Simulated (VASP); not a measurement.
Crystal: CdSe.

```
Cd Se
1.0
     0.00000    2.87396    2.87396
     2.87396    0.00000    2.87396
     2.87396    2.87396    0.00000
Cd Se
1 1
Direct
  0.00000 0.00000 0.00000
  0.50000 0.50000 0.50000
```

* Program: VASP 6.6.1
* Task: relaxation of cell and atoms
* Functional: revPBE
* Dispersion: D4
* Potentials or basis: VASP PAW PBE potentials, release 64 (Cd, Se)
* Cutoff: 600 eV
* k mesh: 8 × 8 × 8
* Occupations: fermi-dirac, width 0.05 eV
* Spin: no spin polarisation

At the start: pressure -3.0 GPa; volume 23.74 Å³/atom.

Task: Where does the relaxation end?

Result: Over 3 steps the energy falls by 11.6 meV/atom and the volume is 22.58 Å³/atom (-4.9 %); space group Fm-3m (No. 225, to 0.05 Å).

Step by step:
```tsv
step	energy change (eV)	largest force (eV/Å)	pressure (GPa)	volume (Å³)
1	0.0000	0.0000	-3.04	47.48
2	-0.0207	0.0000	1.15	44.44
3	-0.0232	0.0000	-0.02	45.15
```

Final structure:
```
Cd Se
1.0
     0.00000    2.82634    2.82634
     2.82634    0.00000    2.82634
     2.82634    2.82634    0.00000
Cd Se
1 1
Direct
  0.00000 0.00000 0.00000
  0.50000 0.50000 0.50000
```

Caveat: the PAW data sets were made with another functional, which shifts forces and pressure a little; pairwise dispersion overbinds metals, which lowers pressure and volume.
